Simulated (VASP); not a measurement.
A run of VASP 6.6.1 is set up as follows.

INCAR

```
SYSTEM = NiS
PREC = Accurate
ENCUT = 520
EDIFF = 1E-6
ISMEAR = -1
SIGMA = 0.05
LREAL = .False.
LASPH = .True.
NELM = 150
ALGO = Normal
ISIF = 2
LWAVE = .False.
LCHARG = .False.
ISPIN = 2
MAGMOM = 1.2 1.2 0 0
LORBIT = 11
NUPDOWN = 2.4
LMAXMIX = 4
NBANDS = 28
```

The input KPOINTS:

```
Automatic mesh
0
Gamma
  11 11 7
  0 0 0
```

POSCAR

```
NiS
1.0
    3.4250000000      0.0000000000      0.0000000000
   -1.7125000000      2.9661370080      0.0000000000
    0.0000000000      0.0000000000      5.3400000000
Ni S
2 2
Direct
    0.0000000000      0.0000000000      0.0000000000
    0.0000000000      0.0000000000      0.5000000000
    0.3333333333      0.6666666667      0.2500000000
    0.6666666667      0.3333333333      0.7500000000
```

Potentials or basis: VASP PAW LDA potentials, release 64 (Ni, S).

The run is started by

```console
$ cat potpaw_LDA.64/Ni/POTCAR potpaw_LDA.64/S/POTCAR > POTCAR
$ mpirun -np 1 vasp_std > vasp.out
```

Task: Predict the pressure.

Result: -9.2 GPa.

Stress tensor (GPa, compression positive):
```
 -7.69   0.00   0.00
  0.00  -7.69   0.00
  0.00   0.00 -12.25
```

Caveat: the cell stands under tension; the total moment is fixed, so each spin has its own Fermi level.
